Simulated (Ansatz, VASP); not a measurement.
Two plane-wave programs on Ir

```
CELL_PARAMETERS angstrom
0.00000 1.91500 1.91500
1.91500 0.00000 1.91500
1.91500 1.91500 0.00000
ATOMIC_POSITIONS crystal
Ir 0.00000 0.00000 0.00000
```

Alike in both runs: task single point; functional r2SCAN; dispersion rVV10; k mesh 8 × 8 × 8; occupations gaussian, width 0.1 eV; no spin polarisation.

|  | VASP | Ansatz |
| --- | --- | --- |
| version | VASP 6.6.1 | Ansatz 0.2.0 |
| potentials or method | VASP PAW PBE potentials, release 64 (Ir), cutoff 550 eV | scalar-relativistic, plane waves, PAW |
| valence electrons in the cell | 9 | 17 |

|  | VASP | Ansatz | Ansatz less VASP |
| --- | --- | --- | --- |
| gap on the k mesh at the Fermi level (eV) | none | none | - |
| pressure (GPa) | 6.7 | 2.7 | -3.98 |

VASP's potentials were made for PBE, not for r2SCAN. A gap of «none» marks a metal or a gap that the smearing closes. One of these differences is far larger than is usual between the two programs; its cause wasn't traced. VASP's potentials hold 9 valence electrons a cell and Ansatz's 17, so a difference there can come from the potentials and not from the codes.

Spin-orbit coupling is off throughout.
